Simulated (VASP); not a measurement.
Wanted: the native input for a VASP 6.6.1 run.

```yaml
Task: relaxation of cell and atoms
Functional: BLYP
Potentials_or_basis: VASP PAW PBE potentials, release 64 (Co)
Cutoff: 600 eV
k_mesh: 6 × 6 × 6
Occupations: fermi-dirac, width 0.1 eV
Spin: no spin polarisation
Dipole_correction: no
Further_INCAR_settings: ALGO = Normal; EDIFF = 1e-07; IBRION = 2; EDIFFG = -0.01; NSW = 80; ISIF = 3
```

The structure of Co lies in POSCAR:

```
Co
1.0
    4.4578576470      0.0000000000      0.0000000000
    0.0000000000      4.4578576470      0.0000000000
    0.0000000000      0.0000000000      4.4578576470
Co
8
Direct
    0.0000000000      0.0000000000      0.0000000000
    0.5000000000      0.5000000000      0.5000000000
    0.2500000000      0.0000000000      0.5000000000
    0.7500000000      0.0000000000      0.5000000000
    0.5000000000      0.2500000000      0.0000000000
    0.5000000000      0.7500000000      0.0000000000
    0.0000000000      0.5000000000      0.2500000000
    0.0000000000      0.5000000000      0.7500000000
```

The input as run:

INCAR

```
PREC = Accurate
ENCUT = 600
EDIFF = 1E-7
ISMEAR = -1
SIGMA = 0.1
LREAL = False
LASPH = True
NELM = 60
ALGO = Normal
ISIF = 3
LWAVE = False
LCHARG = False
GGA = B5
ALDAX = 1.0
AGGAX = 1.0
AGGAC = 1.0
ALDAC = 0.0
IBRION = 2
NSW = 80
EDIFFG = -0.01
```

KPOINTS

```
Automatic mesh
0
Gamma
  6 6 6
```

Potentials or basis: VASP PAW PBE potentials, release 64 (Co).

Command:

```bash
$ cat potpaw_PBE.64/Co/POTCAR > POTCAR
$ mpirun -np 1 vasp_std > vasp.out
```

It gave:

```yaml
Relaxed_volume: 11.10 Å³/atom
Relaxed_cell: a = 4.461 Å, b = 4.461 Å, c = 4.461 Å, α = 90.00°, β = 90.00°, γ = 90.00°
Space_group_after_relaxing_to_0.1_Å: Pm-3n (No. 223)
Energy_gained_by_relaxing: 0.0 meV/atom
Ionic_steps: 3
Pressure_after_relaxing: 0.0 GPa
Band_gap_on_the_k_mesh: zero (bands 36 and 37 overlap by 0.21 eV)
```

Caveat: the PAW data sets were made with another functional, which shifts forces and pressure a little; the run has no spin polarisation, though such a crystal can be magnetic.

Wall time 4.5 min on 1 thread of Intel(R) Xeon(R) Platinum 8488C (Sapphire Rapids), on a shared host, peak memory 0.24 GiB.
